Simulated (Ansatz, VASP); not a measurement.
Two plane-wave programs on Ba2AgBiS

The input INCAR:

```
SYSTEM = Ba2AgBiS
PREC = Accurate
ENCUT = 520
EDIFF = 1E-6
ISMEAR = 0
SIGMA = 0.0107
LREAL = .FALSE.
LASPH = .TRUE.
NELM = 100
ALGO = Normal
ISIF = 2
LWAVE = .FALSE.
LCHARG = .FALSE.
GGA = PE
NBANDS = 63
```

The input KPOINTS:

```
Automatic mesh
0
G
  5 5 2
  0 0 0
```

The input POSCAR:

```
Ba2AgBiS
1.0
    4.2089850000      0.0000000000      0.0000000000
    2.1044920000     -7.2668840000      0.0000000000
    0.0000000000      0.0000000000     -9.3528280000
Ba Bi Ag S
4 2 2 2
Direct
    0.3437800000      0.3124400000      0.4378500000
    0.6562200000      0.6875600000      0.9378500000
    0.6562200000      0.6875600000      0.5621500000
    0.3437800000      0.3124400000      0.0621500000
    0.2915200000      0.4169600000      0.7500000000
    0.7084800000      0.5830400000      0.2500000000
    0.0000000000      0.0000000000      0.5000000000
    0.0000000000      0.0000000000      0.0000000000
    0.9190300000      0.1619400000      0.7500000000
    0.0809700000      0.8380600000      0.2500000000
```

Input for Ansatz:

```yaml
crystal:
  lattice:
    - [4.208985, 0.0, 0.0]
    - [2.104492, -7.266884, 0.0]
    - [0.0, 0.0, -9.352828]
  atoms:
    - { symbol: Ba, position: [0.34378, 0.31244, 0.43785] }
    - { symbol: Ba, position: [0.65622, 0.68756, 0.93785] }
    - { symbol: Ba, position: [0.65622, 0.68756, 0.56215] }
    - { symbol: Ba, position: [0.34378, 0.31244, 0.06215] }
    - { symbol: Bi, position: [0.29152, 0.41696, 0.75] }
    - { symbol: Bi, position: [0.70848, 0.58304, 0.25] }
    - { symbol: Ag, position: [0.0, 0.0, 0.5] }
    - { symbol: Ag, position: [0.0, 0.0, 0.0] }
    - { symbol: S, position: [0.91903, 0.16194, 0.75] }
    - { symbol: S, position: [0.08097, 0.83806, 0.25] }
  symmetry: { tolerance: 0.0003 }
kpoints:
  mp_grid: { grid: [5, 5, 2], shift: [0, 0, 0] }
magnetization:
  spin_polarized: false
scf:
  occupations: { method: gaussian, width: 0.0107 }
hamiltonian:
  pseudopotentials: { kind: paw }
  xc: pbe
basis:
  ecutwfc: 420
output:
  forces: true
  stress: true
  eigenvalues: true
  write_density: true
  write_potential: true
  elf: true
  volumetric_format: npy
```

Alike in both runs: task single point; functional PBE; k mesh 5 × 5 × 2; occupations gaussian, width 0.0107 eV; no spin polarisation.

```csv
,VASP,Ansatz
version,VASP 6.6.1,Ansatz 0.2.0
potentials or method,"VASP PAW PBE potentials, release 64 (Ba_sv, Bi_d, Ag, S), cutoff 520 eV",PAW plane waves
valence electrons in the cell,104,120
```

VASP gave:

| Property | Result |
| --- | --- |
| gap on the k mesh at the Fermi level (eV) | none |
| pressure (GPa) | 13.6 |
| traceless stress, the component that is largest in VASP (GPa) | -1.45 |
| rms of the force components (eV/Å) | 0.852 |

Q: What did Ansatz give for the same quantities?

A: gap on the k mesh at the Fermi level (eV): none; pressure (GPa): 12.8; traceless stress, the component that is largest in VASP (GPa): -1.45; rms of the force components (eV/Å): 0.833.

Atom by atom the forces differ by 0.045 eV/Å (rms over components). A gap of «none» marks a metal or a gap that the smearing closes. With one functional, cell and mesh, what is left measures potentials, basis and numerics. VASP's potentials hold 104 valence electrons a cell and Ansatz's 120, so a difference there can come from the potentials and not from the codes.

Spin-orbit coupling is off throughout.
